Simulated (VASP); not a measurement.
# InSe (P6_3/mmc) in VASP: single point with PBE

Aim: the single point of InSe with PBE.

Everything below comes from runs of VASP 6.6.1. Logs are shortened: lines on timing, memory, paths and dates and some standing lists are left out, and cuts for length are marked.

### 1 The cell of the first run

Symmetry: P6_3/mmc, No. 194, hexagonal system. The conventional cell has a = 4.050 Å, b = 4.050 Å, c = 16.930 Å, α = 90.00°, β = 90.00°, γ = 120.00°. Within 3.3 Å of In (site symmetry 3m) lie 3 Se at 2.52 Å and 1 In at 3.15 Å. Within 3.3 Å of Se (site symmetry 3m) lie 3 In at 2.52 Å.

### 2 Single point, PBE

The input, INCAR:

```
SYSTEM = InSe
  PREC = Accurate
  ENCUT = 520
  EDIFF = 1E-7
  ISMEAR = 0
  SIGMA = 0.05
  LREAL = Auto
  LASPH = .TRUE.
  NELM = 60
  ALGO = Normal
  ISIF = 2
  LWAVE = .FALSE.
  LCHARG = .TRUE.
  GGA = PE
  LELF = .TRUE.
  LVHAR = .TRUE.
  NBANDS = 174
```

The input, KPOINTS:

```
Automatic mesh
0
G
  3 3 1
  0 0 0
```

The input, POSCAR:

```
InSe
1.0
    8.1000000000      0.0000000000      0.0000000000
   -4.0500000000      7.0148060000      0.0000000000
    0.0000000000      0.0000000000     16.9300000000
In Se
16 16
Direct
    0.1666670000      0.3333330000      0.1570000000
    0.1666670000      0.8333330000      0.1570000000
    0.6666670000      0.3333330000      0.1570000000
    0.6666670000      0.8333330000      0.1570000000
    0.3333330000      0.1666670000      0.6570000000
    0.3333330000      0.6666670000      0.6570000000
    0.8333330000      0.1666670000      0.6570000000
    0.8333330000      0.6666670000      0.6570000000
    0.1666670000      0.3333330000      0.3430000000
    0.1666670000      0.8333330000      0.3430000000
    0.6666670000      0.3333330000      0.3430000000
    0.6666670000      0.8333330000      0.3430000000
    0.3333330000      0.1666670000      0.8430000000
    0.3333330000      0.6666670000      0.8430000000
    0.8333330000      0.1666670000      0.8430000000
    0.8333330000      0.6666670000      0.8430000000
    0.1666670000      0.3333330000      0.6020000000
    0.1666670000      0.8333330000      0.6020000000
    0.6666670000      0.3333330000      0.6020000000
    0.6666670000      0.8333330000      0.6020000000
    0.3333330000      0.1666670000      0.1020000000
    0.3333330000      0.6666670000      0.1020000000
    0.8333330000      0.1666670000      0.1020000000
    0.8333330000      0.6666670000      0.1020000000
    0.1666670000      0.3333330000      0.8980000000
    0.1666670000      0.8333330000      0.8980000000
    0.6666670000      0.3333330000      0.8980000000
    0.6666670000      0.8333330000      0.8980000000
    0.3333330000      0.1666670000      0.3980000000
    0.3333330000      0.6666670000      0.3980000000
    0.8333330000      0.1666670000      0.3980000000
    0.8333330000      0.6666670000      0.3980000000
```

Potentials or basis: VASP PAW PBE potentials, release 64 (In_d, Se).

The run is started by

```bash
cat potpaw_PBE.64/In_d/POTCAR potpaw_PBE.64/Se/POTCAR > POTCAR
mpirun -np 1 vasp_std > vasp.out
```

OUTCAR:

```text
SYSTEM = InSe
   PREC = Accurate
   ENCUT = 520
   EDIFF = 1E-7
   ISMEAR = 0
   LREAL = Auto
   LASPH = .TRUE.
   NELM = 60
   ISIF = 2
   GGA = PE

 ion  position               nearest neighbor table
   1  0.167  0.333  0.157-  21 2.52  23 2.52  22 2.52   9 3.15
   2  0.167  0.833  0.157-  22 2.52  24 2.52  21 2.52  10 3.15
   3  0.667  0.333  0.157-  23 2.52  21 2.52  24 2.52  11 3.15
   4  0.667  0.833  0.157-  24 2.52  22 2.52  23 2.52  12 3.15
   5  0.333  0.167  0.657-  17 2.52  19 2.52  18 2.52  13 3.15
   6  0.333  0.667  0.657-  18 2.52  20 2.52  17 2.52  14 3.15
[... 8 lines left out ...]
  15  0.833  0.167  0.843-  27 2.52  25 2.52  28 2.52   7 3.15
  16  0.833  0.667  0.843-  28 2.52  26 2.52  27 2.52   8 3.15
  17  0.167  0.333  0.602-   5 2.52   7 2.52   6 2.52
  18  0.167  0.833  0.602-   6 2.52   8 2.52   5 2.52
  19  0.667  0.333  0.602-   7 2.52   5 2.52   8 2.52
  20  0.667  0.833  0.602-   8 2.52   6 2.52   7 2.52
  21  0.333  0.167  0.102-   1 2.52   3 2.52   2 2.52
  22  0.333  0.667  0.102-   2 2.52   4 2.52   1 2.52
[... 8 lines left out ...]
  31  0.833  0.167  0.398-  11 2.52   9 2.52  12 2.52
  32  0.833  0.667  0.398-  12 2.52  10 2.52  11 2.52

  LATTYP: Found a hexagonal cell.
 ALAT       =     8.1000000000
 C/A-ratio  =     2.0901234568

  Lattice vectors:

 A1 = (   8.1000000000,   0.0000000000,   0.0000000000)
 A2 = (  -4.0500000000,   7.0148060000,   0.0000000000)
 A3 = (   0.0000000000,   0.0000000000,  16.9300000000)

Analysis of symmetry for initial positions (statically):
=====================================================================
 Subroutine PRICEL returns following result:

  LATTYP: Found a hexagonal cell.
 ALAT       =     4.0500000000
 C/A-ratio  =     4.1802469136

  Lattice vectors:

 A1 = (   4.0500000000,   0.0000000000,   0.0000000000)
 A2 = (  -2.0250000000,   3.5074030000,   0.0000000000)
 A3 = (   0.0000000000,   0.0000000000,  16.9300000000)

   4 primitive cells build up your supercell.

 Routine SETGRP: Setting up the symmetry group for a
 hexagonal supercell.

 Subroutine GETGRP returns: Found 24 space group operations
 (whereof 12 operations were pure point group operations)
 out of a pool of 24 trial point group operations.

The static configuration has the point symmetry D_3d.
 The point group associated with its full space group is D_6h.

Analysis of symmetry for dynamics (positions and initial velocities):
=====================================================================
 Subroutine PRICEL returns following result:

  LATTYP: Found a hexagonal cell.
 ALAT       =     4.0500000000
 C/A-ratio  =     4.1802469136

  Lattice vectors:

 A1 = (   4.0500000000,   0.0000000000,   0.0000000000)
 A2 = (  -2.0250000000,   3.5074030000,   0.0000000000)
 A3 = (   0.0000000000,   0.0000000000,  16.9300000000)

   4 primitive cells build up your supercell.

 Routine SETGRP: Setting up the symmetry group for a
 hexagonal supercell.

 Subroutine GETGRP returns: Found 24 space group operations
 (whereof 12 operations were pure point group operations)
 out of a pool of 24 trial point group operations.

The dynamic configuration has the point symmetry D_3d.
 The point group associated with its full space group is D_6h.

 Subroutine INISYM returns: Found 24 space group operations
 (whereof 12 operations are pure point group operations),
 and found     4 'primitive' translations

----------------------------------------------------------------------------------------

                                     Primitive cell

  volume of cell :     240.4903

  direct lattice vectors                    reciprocal lattice vectors
     4.050000000  0.000000000  0.000000000     0.246913580  0.142555617  0.000000000
    -2.025000000  3.507403000  0.000000000     0.000000000  0.285111235  0.000000000
     0.000000000  0.000000000 16.930000000     0.000000000  0.000000000  0.059066745

  length of vectors
     4.050000000  4.050000099 16.930000000     0.285111242  0.285111235  0.059066745

  position of ions in fractional coordinates (direct lattice)
     0.333334000  0.666666000  0.157000000
     0.666666000  0.333334000  0.657000000
     0.333334000  0.666666000  0.343000000
     0.666666000  0.333334000  0.843000000
     0.333334000  0.666666000  0.602000000
     0.666666000  0.333334000  0.102000000
     0.333334000  0.666666000  0.898000000
     0.666666000  0.333334000  0.398000000

  ion indices of the primitive-cell ions
   primitive index   ion index
                 1           1
                 2           5
                 3           9
                 4          13
                 5          17
                 6          21
                 7          25
                 8          29

----------------------------------------------------------------------------------------

 KPOINTS: Automatic mesh

Automatic generation of k-mesh.
 Grid dimensions read from file:
 generate k-points for:    3    3    1

 Generating k-lattice:

  Cartesian coordinates                     Fractional coordinates (reciprocal lattice)
     0.041152263  0.023759270  0.000000000     0.333333333  0.000000000  0.000000000
     0.000000000  0.047518539  0.000000000     0.000000000  0.333333333  0.000000000
     0.000000000  0.000000000  0.059066745     0.000000000  0.000000000  1.000000000

  Length of vectors
     0.047518540  0.047518539  0.059066745

  Shift w.r.t. Gamma in fractional coordinates (k-lattice)
     0.000000000  0.000000000  0.000000000

 Subroutine IBZKPT returns following result:
 ===========================================

 Found      3 irreducible k-points:

 Following reciprocal coordinates:
            Coordinates               Weight
  0.000000  0.000000  0.000000      1.000000
  0.333333 -0.000000  0.000000      6.000000
  0.333333  0.333333  0.000000      2.000000
   k-points           NKPTS =      3   k-points in BZ     NKDIM =      3   number of bands    NBANDS=    174
   number of dos      NEDOS =    301   number of ions     NIONS =     32
   total plane-waves  NPLWV = 453600
   dimension x,y,z NGX =    60 NGY =   60 NGZ =  126
   dimension x,y,z NGXF=   120 NGYF=  120 NGZF=  252
   ions per type =              16  16
   NGX,Y,Z   is equivalent  to a cutoff of  12.31, 12.31, 12.37 a.u.
   NGXF,Y,Z  is equivalent  to a cutoff of  24.63, 24.63, 24.75 a.u.
 SYSTEM =  InSe
   PREC   = accura    normal or accurate (medium, high low for compatibility)
   ISTART =      0    job   : 0-new  1-cont  2-samecut
   ICHARG =      2    charge: 1-file 2-atom 10-const
   ISPIN  =      1    spin polarized calculation?
   LNONCOLLINEAR =      F non collinear calculations
   LSORBIT =      F    spin-orbit coupling
   LASPH  =      T    aspherical Exc in radial PAW
   ENCUT  =  520.0 eV  38.22 Ry    6.18 a.u.  15.06 15.06 31.48*2*pi/ulx,y,z
   NELM   =     60;   NELMIN=  2; NELMDL= -5     # of ELM steps
   EDIFF  = 0.1E-06   stopping-criterion for ELM
   LREAL  =      T    real-space projection
   EDIFFG = 0.1E-05   stopping-criterion for IOM
   NSW    =      0    number of steps for IOM
   IBRION =     -1    ionic relax: 0-MD 1-quasi-New 2-CG
   NFREE  =      0    steps in history (QN), initial steepest desc. (CG)
   ISIF   =      2    stress and relaxation
   ISYM   =      2    0-nonsym 1-usesym 2-fastsym
   POTIM  = 0.5000    time-step for ionic-motion
   TEBEG  =    0.0;   TEEND  =   0.0 temperature during run
   PSTRESS=    0.0 pullay stress
   NELECT =     304.0000    total number of electrons
   NUPDOWN=      -1.0000    fix difference up-down
   EMIN   =  10.00;   EMAX   =-10.00  energy-range for DOS
   EFERMI =   0.00;   METHOD = LEGACY
   ISMEAR =     0;   SIGMA  =   0.05  broadening in eV -4-tet -1-fermi 0-gaus
   EFERMI_NEDOS =   21; number of points for ismear=-14 and -15
   IALGO  =     38    algorithm
   IMIX   =      4    mixing-type and parameters
     AMIX     =   0.40;   BMIX     =  1.00
     AMIX_MAG =   1.60;   BMIX_MAG =  1.00
  volume/ion in A,a.u.               =      30.06       202.86
  Fermi-wavevector in a.u.,A,eV,Ry     =   1.115099  2.107232 16.918111  1.243446
  Thomas-Fermi vector in A             =   2.251701
   LORBIT       =      0    0 simple, 1 ext, 2 COOP (PROOUT), +10 PAW based schemes
   GGA     = PE    functional components
   LHFCALC =     F    Hartree Fock is set to
   AEXX    =    0.0000 exact exchange contribution
   IVDW    =     0    specifies the selected vdW correction
   LEPSILON=     F    determine dielectric tensor
   LRPA    =     F    only Hartree local field effects (RPA)
 non-spin polarized calculation
 Gauss-broadening in eV      SIGMA  =   0.05
  energy-cutoff  :      520.00
  volume of cell :      961.96
 maximum number of plane-waves:     25942
   NGX = 31   NGY = 31   NGZ = 63

 number of electron     304.0000015 magnetization

 Free energy of the ion-electron system (eV)
  ---------------------------------------------------
  ext. energy  EPLUGINS =         0.00000000
  ---------------------------------------------------
  free energy    TOTEN  =      -105.94177119 eV

  energy without entropy =     -105.92936549  energy(sigma->0) =     -105.93556834

 E-fermi :   4.2603     XC(G=0):  -8.6727

 val. band max:        4.2229276914   @ k =   0.3333  -0.0000   0.0000
 cond. band min:       4.6914294521   @ k =   0.0000   0.0000   0.0000
 fundamental gap:      0.4685017606
 Fermi energy:         4.2603043868

 k-point     1 :       0.0000    0.0000    0.0000
  band No.  band energies     occupation
      1     -11.3162      2.00000
      2     -11.3162      2.00000
      3     -11.3162      2.00000
      4     -11.3110      2.00000
      5     -11.3110      2.00000
      6     -11.3110      2.00000
[... 156 lines left out ...]
    163       5.6351      0.00000
    164       5.6352      0.00000

 k-point     2 :       0.3333   -0.0000    0.0000
  band No.  band energies     occupation
      1     -11.3073      2.00000
      2     -11.3073      2.00000
      3     -11.3019      2.00000
      4     -11.3019      2.00000
      5     -11.2864      2.00000
      6     -11.2864      2.00000
[... 156 lines left out ...]
    163       6.4406      0.00000
    164       6.4919      0.00000

 k-point     3 :       0.3333    0.3333    0.0000
  band No.  band energies     occupation
      1     -11.3214      2.00000
      2     -11.3214      2.00000
      3     -11.3029      2.00000
      4     -11.3029      2.00000
      5     -11.2269      2.00000
      6     -11.2269      2.00000
[... 156 lines left out ...]
    163       6.9401      0.00000
    164       6.9401      0.00000
 [bands above 164 left out]

------------------------ aborting loop because EDIFF is reached ----------------------------------------

  FORCE on cell =-STRESS in cart. coord.  units (eV):
  Direction    XX          YY          ZZ          XY          YZ          ZX
  --------------------------------------------------------------------------------------
  -------------------------------------------------------------------------------------
  Total       64.0843109     64.0843151     11.3870011     -0.0000000      0.0000000      0.0000000
  in kB      106.7344606    106.7344675     18.9654129     -0.0000000      0.0000000      0.0000000
  external PRESSURE =      77.4781137 kB  Pullay stress =       0.0000000 kB

 VOLUME and BASIS-vectors are now :
 -----------------------------------------------------------------------------
  energy-cutoff  :      520.00
  volume of cell :      961.96
      direct lattice vectors                 reciprocal lattice vectors
     8.100000000  0.000000000  0.000000000     0.123456790  0.071277809  0.000000000
    -4.050000000  7.014806000  0.000000000     0.000000000  0.142555617  0.000000000
     0.000000000  0.000000000 16.930000000     0.000000000  0.000000000  0.059066745

 POSITION                                       TOTAL-FORCE (eV/Angst)
 -----------------------------------------------------------------------------------
      0.00000      2.33827      2.65801         0.000000     -0.000000      2.839766
     -2.02500      5.84567      2.65801         0.000000     -0.000000      2.839766
      4.05000      2.33827      2.65801         0.000000     -0.000000      2.839766
      2.02500      5.84567      2.65801        -0.000000     -0.000000      2.839766
      2.02500      1.16914     11.12301        -0.000000      0.000000      2.839766
     -0.00000      4.67654     11.12301         0.000000      0.000000      2.839766
[... 24 lines left out ...]
      6.07500      1.16914      6.73814        -0.000000     -0.000000      1.995352
      4.05000      4.67654      6.73814        -0.000000     -0.000000      1.995352
 -----------------------------------------------------------------------------------
    total drift:                               -0.006679      0.003856      0.000003

  FREE ENERGIE OF THE ION-ELECTRON SYSTEM (eV)
  ---------------------------------------------------
  free  energy   TOTEN  =      -105.9417711891 eV

  energy  without entropy=     -105.9293654923  energy(sigma->0) =     -105.93556834
```

Run time: 17 min. Hardware: 1 thread of Intel Xeon Platinum 8488C (Sapphire Rapids), shared host; peak memory 1 GiB.

Results:

* Free energy: -105.9418 eV
* Pressure: 7.7 GPa
* Largest force: 2.840 eV/Å
* Band gap on the k mesh: zero (filled and empty bands overlap)

Forces on the atoms (eV/Å):
```
In   0.000  0.000  2.840
In   0.000  0.000  2.840
In   0.000  0.000  2.840
In   0.000  0.000  2.840
In   0.000  0.000  2.840
In   0.000  0.000  2.840
In   0.000  0.000  2.840
In   0.000  0.000  2.840
In   0.000  0.000 -2.840
In   0.000  0.000 -2.840
In   0.000  0.000 -2.840
In   0.000  0.000 -2.840
In   0.000  0.000 -2.840
In   0.000  0.000 -2.840
In   0.000  0.000 -2.840
In   0.000  0.000 -2.840
Se   0.000  0.000 -1.995
Se   0.000  0.000 -1.995
Se   0.000  0.000 -1.995
Se   0.000  0.000 -1.995
Se   0.000  0.000 -1.995
Se   0.000  0.000 -1.995
Se   0.000  0.000 -1.995
Se   0.000  0.000 -1.995
Se   0.000  0.000  1.995
Se   0.000  0.000  1.995
Se   0.000  0.000  1.995
Se   0.000  0.000  1.995
Se   0.000  0.000  1.995
Se   0.000  0.000  1.995
Se   0.000  0.000  1.995
Se   0.000  0.000  1.995
```

Caveat: the k points lie up to 0.37 Å⁻¹ apart; spin-orbit coupling is left out, which moves the levels of the heavy elements; forces of over 1 eV/Å act on the atoms, so gaps and moduli don't describe the material at rest.

The gap in the log of VASP goes by the Fermi energy; the results here count the filled bands.